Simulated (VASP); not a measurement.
Set up this calculation in VASP 6.6.1, as the native input.

```
Task                   : single point
Functional             : RPBE
Potentials or basis    : VASP PAW PBE potentials, release 64 (Sn_d, Te)
Cutoff                 : 500 eV
k mesh                 : 4 × 4 × 4
Occupations            : gaussian, width 0.01 eV
Spin                   : no spin polarisation
Dipole correction      : no
Further INCAR settings : ALGO = Normal; EDIFF = 1e-06; NBANDS = 17
```

The structure of SnTe lies in POSCAR:

```
SnTe
1.0
    0.0000000000      3.1508500000      3.1508500000
    3.1508500000      0.0000000000      3.1508500000
    3.1508500000      3.1508500000      0.0000000000
Sn Te
1 1
Direct
    0.0000000000      0.0000000000      0.0000000000
    0.5000000000      0.5000000000      0.5000000000
```

These files were run (other wordings do the same):

INCAR

```
SYSTEM = SnTe
ALGO     = Normal         ! electronic algorithm
EDIFF    = 1E-6           ! SCF threshold, eV
ENCUT    = 500            ! plane-wave cutoff, eV
GGA      = RP             ! functional
GGA_COMPAT= .False.      
ISIF     = 2              ! what is computed and relaxed
ISMEAR   = 0              ! smearing method
LASPH    = .True.         ! aspherical terms in the spheres
LCHARG   = .False.        ! write CHGCAR
LREAL    = .False.        ! projectors in reciprocal space
LWAVE    = .False.        ! write WAVECAR
NBANDS   = 17             ! bands
NELM     = 120            ! most SCF steps
PREC     = Accurate       ! precision mode
SIGMA    = 0.01           ! smearing width, eV
```

KPOINTS

```
k-points
0
Gamma
  4 4 4
  0 0 0
```

Potentials or basis: VASP PAW PBE potentials, release 64 (Sn_d, Te).

Command:

```bash
$ cat potpaw_PBE.64/Sn_d/POTCAR potpaw_PBE.64/Te/POTCAR > POTCAR
$ mpirun -np 1 vasp_std > vasp.out
```

Results of the run:

```yaml
Pressure: 2.9 GPa
Band_gap_on_the_k_mesh: 0.08 eV, direct
```

Caveat: the k points lie up to 0.43 Å⁻¹ apart; the PAW data sets were made with another functional, which shifts forces and pressure a little; spin-orbit coupling is left out, which moves the levels of the heavy elements.

Run time: 5.7 s on 1 thread of Intel(R) Xeon(R) Platinum 8375C CPU @ 2.90GHz (Ice Lake), with other jobs on the host, peak memory 0.17 GiB.
